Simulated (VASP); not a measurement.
Here is a VASP 6.6.1 calculation.

INCAR

```
PREC     = Accurate       # precision mode
ENCUT    = 500            # plane-wave cutoff, eV
EDIFF    = 1E-6           # SCF threshold, eV
ISMEAR   = 0              # smearing method
SIGMA    = 0.1            # smearing width, eV
LREAL    = False          # projectors in reciprocal space
LASPH    = True           # aspherical terms in the spheres
NELM     = 120            # most SCF steps
ALGO     = Normal         # electronic algorithm
ISIF     = 2              # what is computed and relaxed
LWAVE    = False          # write WAVECAR
LCHARG   = False          # write CHGCAR
NBANDS   = 8              # bands
GGA_COMPAT= False
```

File KPOINTS:

```
Automatic mesh
0
Gamma
  14 14 14
```

The input POSCAR:

```
Sb
1.0
    3.0412397359      0.0000000000      0.0000000000
    0.0000000000      3.0412397359      0.0000000000
    0.0000000000      0.0000000000      3.0412397359
Sb
1
Direct
    0.0000000000      0.0000000000      0.0000000000
```

Potentials or basis: VASP PAW LDA potentials, release 64 (Sb).

Run with:

```console
$ cat potpaw_LDA.64/Sb/POTCAR > POTCAR
$ mpirun -np 1 vasp_std > vasp.out
```

Q: What does it give for the band gap on the k mesh?

A: Zero (an odd number of electrons rules out a gap without spin polarisation).

Q: Predict the pressure.

A: 0.2 GPa.

Caveat: spin-orbit coupling is left out, which moves the levels of the heavy elements; an odd number of electrons without spin polarisation forces a metal; a magnetic or distorted state may lie lower.
